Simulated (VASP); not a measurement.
# ZrB2 (P6/mmm) in VASP: further runs

ZrB2 is run at these levels: PBE; tasks: single point, relaxation of shape and atoms at fixed volume.

Everything below comes from runs of VASP 6.6.1. Logs are shortened: lines on timing, memory, paths and dates and some standing lists are left out, and cuts for length are marked.

### Step 1. The cell of the first run

Symmetry: P6/mmm, No. 191, hexagonal system. Conventional cell: a = 3.168 Å, b = 3.168 Å, c = 3.538 Å, α = 90.00°, β = 90.00°, γ = 120.00°. Within 3.4 Å of Zr (site symmetry 6/mmm) lie 12 B at 2.54 Å and 6 Zr at 3.17 Å. Within 2.4 Å of B (site symmetry -6m2) lie 3 B at 1.83 Å.

### Step 2. Single point, PBE

INCAR reads:

```
SYSTEM = ZrB2
  PREC = Accurate
  ENCUT = 520
  EDIFF = 1E-6
  ISMEAR = 0
  SIGMA = 0.05
  LREAL = .False.
  LASPH = .True.
  NELM = 60
  ALGO = Normal
  ISIF = 2
  LWAVE = .False.
  LCHARG = .False.
  GGA = PE
  NBANDS = 16
```

KPOINTS reads:

```
regular mesh
0
Gamma
  14 14 12
  0 0 0
```

POSCAR reads:

```
ZrB2
1.0
    3.1679124952      0.0000000000      0.0000000000
   -1.5839562476      2.7434926978      0.0000000000
    0.0000000000      0.0000000000      3.5376576945
Zr B
1 2
Direct
    0.0000000000      0.0000000000      0.0000000000
    0.3333333333      0.6666666667      0.5000000000
    0.6666666667      0.3333333333      0.5000000000
```

Potentials or basis: VASP PAW PBE potentials, release 64 (Zr_sv, B).

Started as:

```
> cat potpaw_PBE.64/Zr_sv/POTCAR potpaw_PBE.64/B/POTCAR > POTCAR
> mpirun -np 1 vasp_std > vasp.out
```

OUTCAR:

```text
SYSTEM = ZrB2
   PREC = Accurate
   ENCUT = 520
   EDIFF = 1E-6
   ISMEAR = 0
   LREAL = .False.
   LASPH = .True.
   NELM = 60
   ISIF = 2
   GGA = PE

 ion  position               nearest neighbor table
   1  0.000  0.000  0.000-   2 2.54   3 2.54   2 2.54   3 2.54   2 2.54   2 2.54   3 2.54   3 2.54
                             3 2.54   3 2.54   2 2.54   2 2.54
   2  0.333  0.667  0.500-   3 1.83   3 1.83   3 1.83   1 2.54   1 2.54   1 2.54   1 2.54   1 2.54
                             1 2.54
   3  0.667  0.333  0.500-   2 1.83   2 1.83   2 1.83   1 2.54   1 2.54   1 2.54   1 2.54   1 2.54
                             1 2.54

  LATTYP: Found a hexagonal cell.
 ALAT       =     3.1679124952
 C/A-ratio  =     1.1167157236

  Lattice vectors:

 A1 = (   3.1679124952,   0.0000000000,   0.0000000000)
 A2 = (  -1.5839562476,   2.7434926978,   0.0000000000)
 A3 = (   0.0000000000,   0.0000000000,   3.5376576945)

Analysis of symmetry for initial positions (statically):
=====================================================================
 Subroutine PRICEL returns:
 Original cell was already a primitive cell.

 Routine SETGRP: Setting up the symmetry group for a
 hexagonal supercell.

 Subroutine GETGRP returns: Found 24 space group operations
 (whereof 24 operations were pure point group operations)
 out of a pool of 24 trial point group operations.

The static configuration has the point symmetry D_6h.

Analysis of symmetry for dynamics (positions and initial velocities):
=====================================================================
 Subroutine PRICEL returns:
 Original cell was already a primitive cell.

 Routine SETGRP: Setting up the symmetry group for a
 hexagonal supercell.

 Subroutine GETGRP returns: Found 24 space group operations
 (whereof 24 operations were pure point group operations)
 out of a pool of 24 trial point group operations.

The dynamic configuration has the point symmetry D_6h.

 Subroutine INISYM returns: Found 24 space group operations
 (whereof 24 operations are pure point group operations),
 and found     1 'primitive' translations

----------------------------------------------------------------------------------------

                                     Primitive cell

  volume of cell :      30.7463

  direct lattice vectors                    reciprocal lattice vectors
     3.167912495  0.000000000  0.000000000     0.315665285  0.182249437  0.000000000
    -1.583956248  2.743492698  0.000000000     0.000000000  0.364498874  0.000000000
     0.000000000  0.000000000  3.537657695     0.000000000  0.000000000  0.282672911

  length of vectors
     3.167912495  3.167912495  3.537657695     0.364498874  0.364498874  0.282672911

  position of ions in fractional coordinates (direct lattice)
     0.000000000  0.000000000  0.000000000
     0.333333333  0.666666667  0.500000000
     0.666666667  0.333333333  0.500000000

  ion indices of the primitive-cell ions
   primitive index   ion index
                 1           1
                 2           2
                 3           3

----------------------------------------------------------------------------------------

 KPOINTS: regular mesh

Automatic generation of k-mesh.
 Grid dimensions read from file:
 generate k-points for:   14   14   12

 Generating k-lattice:

  Cartesian coordinates                     Fractional coordinates (reciprocal lattice)
     0.022547520  0.013017817  0.000000000     0.071428571  0.000000000  0.000000000
     0.000000000  0.026035634  0.000000000     0.000000000  0.071428571  0.000000000
     0.000000000  0.000000000  0.023556076     0.000000000  0.000000000  0.083333333

  Length of vectors
     0.026035634  0.026035634  0.023556076

  Shift w.r.t. Gamma in fractional coordinates (k-lattice)
     0.000000000  0.000000000  0.000000000

 Subroutine IBZKPT returns following result:
 ===========================================

 Found    168 irreducible k-points:

 Following reciprocal coordinates:
            Coordinates               Weight
  0.000000  0.000000  0.000000      1.000000
  0.071429 -0.000000  0.000000      6.000000
  0.142857 -0.000000  0.000000      6.000000
  0.214286 -0.000000  0.000000      6.000000
  0.285714 -0.000000  0.000000      6.000000
  0.357143 -0.000000  0.000000      6.000000
[... 16 lines left out ...]
  0.285714  0.285714  0.000000      6.000000
  0.357143  0.285714  0.000000      6.000000
 [... further k-points ...]
   k-points           NKPTS =    168   k-points in BZ     NKDIM =    168   number of bands    NBANDS=     16
   number of dos      NEDOS =    301   number of ions     NIONS =      3
   total plane-waves  NPLWV =  16128
   dimension x,y,z NGX =    24 NGY =   24 NGZ =   28
   dimension x,y,z NGXF=    48 NGYF=   48 NGZF=   56
   ions per type =               1   2
   NGX,Y,Z   is equivalent  to a cutoff of  12.59, 12.59, 13.16 a.u.
   NGXF,Y,Z  is equivalent  to a cutoff of  25.19, 25.19, 26.32 a.u.
 SYSTEM =  ZrB2
   PREC   = accura    normal or accurate (medium, high low for compatibility)
   ISTART =      0    job   : 0-new  1-cont  2-samecut
   ICHARG =      2    charge: 1-file 2-atom 10-const
   ISPIN  =      1    spin polarized calculation?
   LNONCOLLINEAR =      F non collinear calculations
   LSORBIT =      F    spin-orbit coupling
   LASPH  =      T    aspherical Exc in radial PAW
   ENCUT  =  520.0 eV  38.22 Ry    6.18 a.u.   5.89  5.89  6.58*2*pi/ulx,y,z
   NELM   =     60;   NELMIN=  2; NELMDL= -5     # of ELM steps
   EDIFF  = 0.1E-05   stopping-criterion for ELM
   LREAL  =      F    real-space projection
   EDIFFG = 0.1E-04   stopping-criterion for IOM
   NSW    =      0    number of steps for IOM
   IBRION =     -1    ionic relax: 0-MD 1-quasi-New 2-CG
   NFREE  =      0    steps in history (QN), initial steepest desc. (CG)
   ISIF   =      2    stress and relaxation
   ISYM   =      2    0-nonsym 1-usesym 2-fastsym
   POTIM  = 0.5000    time-step for ionic-motion
   TEBEG  =    0.0;   TEEND  =   0.0 temperature during run
   PSTRESS=    0.0 pullay stress
   NELECT =      18.0000    total number of electrons
   NUPDOWN=      -1.0000    fix difference up-down
   EMIN   =  10.00;   EMAX   =-10.00  energy-range for DOS
   EFERMI =   0.00;   METHOD = LEGACY
   ISMEAR =     0;   SIGMA  =   0.05  broadening in eV -4-tet -1-fermi 0-gaus
   EFERMI_NEDOS =   21; number of points for ismear=-14 and -15
   IALGO  =     38    algorithm
   IMIX   =      4    mixing-type and parameters
     AMIX     =   0.40;   BMIX     =  1.00
     AMIX_MAG =   1.60;   BMIX_MAG =  1.00
  volume/ion in A,a.u.               =      10.25        69.16
  Fermi-wavevector in a.u.,A,eV,Ry     =   1.369519  2.588016 25.518847  1.875582
  Thomas-Fermi vector in A             =   2.495387
   LORBIT       =      0    0 simple, 1 ext, 2 COOP (PROOUT), +10 PAW based schemes
   GGA     = PE    functional components
   LHFCALC =     F    Hartree Fock is set to
   AEXX    =    0.0000 exact exchange contribution
   IVDW    =     0    specifies the selected vdW correction
   LEPSILON=     F    determine dielectric tensor
   LRPA    =     F    only Hartree local field effects (RPA)
 non-spin polarized calculation
 Gauss-broadening in eV      SIGMA  =   0.05
  energy-cutoff  :      520.00
  volume of cell :       30.75
 maximum number of plane-waves:       844
 NGX is ok and might be reduce to    24
   NGX = 11   NGY = 11   NGZ = 13

 number of electron      18.0000000 magnetization

 Free energy of the ion-electron system (eV)
  ---------------------------------------------------
  ext. energy  EPLUGINS =         0.00000000
  ---------------------------------------------------
  free energy    TOTEN  =       -24.97739353 eV

  energy without entropy =      -24.97709644  energy(sigma->0) =      -24.97724499

 E-fermi :  10.5376     XC(G=0): -12.4430

 val. band max:       10.5192237109   @ k =   0.3571   0.2143   0.0000
 cond. band min:      10.5898333202   @ k =   0.0000   0.0000   0.2500
 fundamental gap:      0.0706096092
 Fermi energy:        10.5376356387

 k-point     1 :       0.0000    0.0000    0.0000
  band No.  band energies     occupation
      1     -38.1091      2.00000
      2     -16.2984      2.00000
      3     -15.7390      2.00000
      4     -15.7390      2.00000
      5      -2.2074      2.00000
      6       7.9087      2.00000
[... 8 lines left out ...]
     15      15.6827      0.00000
     16      15.6827      0.00000

 k-point     2 :       0.0714   -0.0000    0.0000
  band No.  band energies     occupation
      1     -38.1034      2.00000
      2     -16.2898      2.00000
      3     -15.7892      2.00000
      4     -15.7499      2.00000
      5      -2.1049      2.00000
      6       7.6026      2.00000
[... 8 lines left out ...]
     15      16.1240      0.00000
     16      16.3918      0.00000

 k-point     3 :       0.1429   -0.0000    0.0000
  band No.  band energies     occupation
      1     -38.0873      2.00000
      2     -16.2659      2.00000
      3     -15.9276      2.00000
      4     -15.7802      2.00000
      5      -1.8064      2.00000
      6       6.8414      2.00000
[... 8 lines left out ...]
     15      16.9819      0.00000
     16      17.4152      0.00000

 k-point     4 :       0.2143   -0.0000    0.0000
  band No.  band energies     occupation
      1     -38.0640      2.00000
      2     -16.2311      2.00000
      3     -16.1219      2.00000
      4     -15.8236      2.00000
      5      -1.3343      2.00000
      6       5.8723      2.00000
[... 8 lines left out ...]
     15      17.3637      0.00000
     16      18.4841      0.00000

 k-point     5 :       0.2857   -0.0000    0.0000
  band No.  band energies     occupation
      1     -38.0379      2.00000
      2     -16.3305      2.00000
      3     -16.1921      2.00000
      4     -15.8712      2.00000
      5      -0.7167      2.00000
      6       4.8378      2.00000
[... 8 lines left out ...]
     15      18.0941      0.00000
     16      20.1415      0.00000

 k-point     6 :       0.3571   -0.0000    0.0000
  band No.  band energies     occupation
      1     -38.0143      2.00000
      2     -16.5127      2.00000
      3     -16.1567      2.00000
      4     -15.9137      2.00000
      5       0.0191      2.00000
      6       3.7997      2.00000
[... 8 lines left out ...]
     15      19.1384      0.00000
     16      20.1984      0.00000
[... 267 lines left out ...]
 k-point    21 :       0.2857    0.2143    0.0000
  band No.  band energies     occupation
      1     -37.9920      2.00000
      2     -16.5187      2.00000
      3     -16.1313      2.00000
      4     -16.1235      2.00000
      5       0.9827      2.00000
      6       3.5811      2.00000
[... 8 lines left out ...]
     15      18.8993      0.00000
     16      20.5039      0.00000

 k-point    22 :       0.3571    0.2143    0.0000
  band No.  band energies     occupation
      1     -37.9831      2.00000
      2     -16.5500      2.00000
      3     -16.1855      2.00000
      4     -16.1101      2.00000
      5       1.8413      2.00000
      6       2.7382      2.00000
[... 8 lines left out ...]
     15      19.8920      0.00000
     16      20.4895      0.00000

 k-point    23 :       0.2857    0.2857    0.0000
  band No.  band energies     occupation
      1     -37.9818      2.00000
      2     -16.4972      2.00000
      3     -16.2540      2.00000
      4     -16.1082      2.00000
      5       1.7864      2.00000
      6       3.2435      2.00000
[... 8 lines left out ...]
     15      20.6315      0.00000
     16      21.2904      0.00000

 k-point    24 :       0.3571    0.2857    0.0000
  band No.  band energies     occupation
      1     -37.9781      2.00000
      2     -16.4655      2.00000
      3     -16.3220      2.00000
      4     -16.1027      2.00000
      5       2.5491      2.00000
      6       2.6908      2.00000
[... 8 lines left out ...]
     15      21.3974      0.00000
     16      21.8269      0.00000

 [... further k-points ...]

------------------------ aborting loop because EDIFF is reached ----------------------------------------

  FORCE on cell =-STRESS in cart. coord.  units (eV):
  Direction    XX          YY          ZZ          XY          YZ          ZX
  --------------------------------------------------------------------------------------
  -------------------------------------------------------------------------------------
  Total        0.1755324      0.1755324      0.1882414      0.0000000      0.0000000      0.0000000
  in kB        9.1469221      9.1469221      9.8091854      0.0000000      0.0000000      0.0000000
  external PRESSURE =       9.3676765 kB  Pullay stress =       0.0000000 kB

 VOLUME and BASIS-vectors are now :
 -----------------------------------------------------------------------------
  energy-cutoff  :      520.00
  volume of cell :       30.75
      direct lattice vectors                 reciprocal lattice vectors
     3.167912495  0.000000000  0.000000000     0.315665285  0.182249437  0.000000000
    -1.583956248  2.743492698  0.000000000     0.000000000  0.364498874  0.000000000
     0.000000000  0.000000000  3.537657695     0.000000000  0.000000000  0.282672911

 POSITION                                       TOTAL-FORCE (eV/Angst)
 -----------------------------------------------------------------------------------
      0.00000      0.00000      0.00000         0.000000      0.000000      0.000000
     -0.00000      1.82900      1.76883        -0.000000      0.000000      0.000000
      1.58396      0.91450      1.76883        -0.000000     -0.000000      0.000000
 -----------------------------------------------------------------------------------
    total drift:                               -0.000000      0.000000     -0.000000

  FREE ENERGIE OF THE ION-ELECTRON SYSTEM (eV)
  ---------------------------------------------------
  free  energy   TOTEN  =       -24.9773935281 eV

  energy  without entropy=      -24.9770964430  energy(sigma->0) =      -24.97724499
```

Run time: 42 s. Hardware: 1 thread of Intel Xeon Platinum 8375C at 2.90GHz (Ice Lake), shared host; peak memory 0.2 GiB.

Results:

| Property | Result |
| --- | --- |
| Free energy | -24.9774 eV |
| Pressure | 0.9 GPa |
| Band gap on the k mesh | zero (bands 9 and 10 overlap by 0.98 eV) |

Levels at points of the mesh, in eV from the Fermi level:
```
           k point  band 5  band 6  band 7  band 8  band 9  band 10  band 11  band 12  band 13  band 14
(0.00, 0.00, 0.00)  -12.75   -2.63   -2.63   -2.60   -2.38     3.39     3.39     4.15     4.15     4.88
(0.50, 0.00, 0.00)   -8.97   -8.53   -3.92   -3.07   -2.69     2.21     2.29     4.93     4.98     6.50
(0.00, 0.00, 0.50)  -10.73   -6.97   -0.97   -0.97    0.33     0.33     0.77     0.77     1.79     5.05
(0.50, 0.00, 0.50)   -9.94   -7.02   -4.62   -4.14   -2.02     3.70     4.07     5.29     6.20     6.45
```

### Step 3. Relaxation of shape and atoms at fixed volume, PBE

INCAR reads:

```
SYSTEM = ZrB2
ALGO = Normal
EDIFF = 1E-6
EDIFFG = -0.01
ENCUT = 600
GGA = PE
IBRION = 2
ISIF = 4
ISMEAR = 0
LASPH = .True.
LCHARG = .False.
LREAL = .False.
LWAVE = .False.
NELM = 60
NSW = 60
PREC = Accurate
SIGMA = 0.05
```

KPOINTS reads:

```
k-points
0
Gamma
  14 14 12
  0 0 0
```

POSCAR reads:

```
ZrB2
1.0
    3.1700000000      0.0000000000      0.0000000000
   -1.5850000000      2.7453005300      0.0000000000
    0.0000000000      0.0000000000      3.5330000000
Zr B
1 2
Direct
    0.0000000000      0.0000000000      0.0000000000
    0.3333333333      0.6666666667      0.5000000000
    0.6666666667      0.3333333333      0.5000000000
```

Potentials or basis: VASP PAW PBE potentials, release 64 (Zr_sv, B).

Started as:

```
> cat potpaw_PBE.64/Zr_sv/POTCAR potpaw_PBE.64/B/POTCAR > POTCAR
> mpirun -np 1 vasp_std > vasp.out
```

It took 68 s on 1 thread of Intel Xeon Platinum 8375C at 2.90GHz (Ice Lake), shared host; peak memory 0.23 GiB.

Results (log left out):

* Free energy: -24.9792 eV
* Energy gained by relaxing: 0.0 meV/atom
* Ionic steps: 2
* Pressure after relaxing: 0.9 GPa
* Band gap on the k mesh: zero (bands 9 and 10 overlap by 0.98 eV)

The path:
| step | energy change (eV) | largest force (eV/Å) | pressure (GPa) | volume (Å³) |
| --- | --- | --- | --- | --- |
| 1 | 0.0000 | 0.0000 | 0.92 | 30.75 |
| 2 | -0.0001 | 0.0000 | 0.94 | 30.75 |

Final structure:
```xyz
3
Lattice="3.1676 0.0000 0.0000 -1.5838 2.7432 0.0000 0.0000 0.0000 3.5384" Properties=species:S:1:pos:R:3 pbc="T T T"
Zr    0.0000    0.0000    0.0000
B     0.0000    1.8288    1.7692
B     1.5838    0.9144    1.7692
```

Levels at points of the mesh, in eV from the Fermi level:
| k point | band 6 | band 7 | band 8 | band 9 | band 10 | band 11 | band 12 | band 13 |
| --- | --- | --- | --- | --- | --- | --- | --- | --- |
| (0.00, 0.00, 0.00) | -2.63 | -2.63 | -2.60 | -2.38 | 3.39 | 3.39 | 4.15 | 4.15 |
| (0.50, 0.00, 0.00) | -8.53 | -3.92 | -3.07 | -2.69 | 2.21 | 2.29 | 4.93 | 4.98 |
| (0.00, 0.00, 0.50) | -6.97 | -0.97 | -0.97 | 0.34 | 0.34 | 0.77 | 0.77 | 1.78 |
| (0.50, 0.00, 0.50) | -7.02 | -4.61 | -4.14 | -2.01 | 3.70 | 4.07 | 5.30 | 6.19 |

The gap in the log of VASP goes by the Fermi energy; the results here count the filled bands.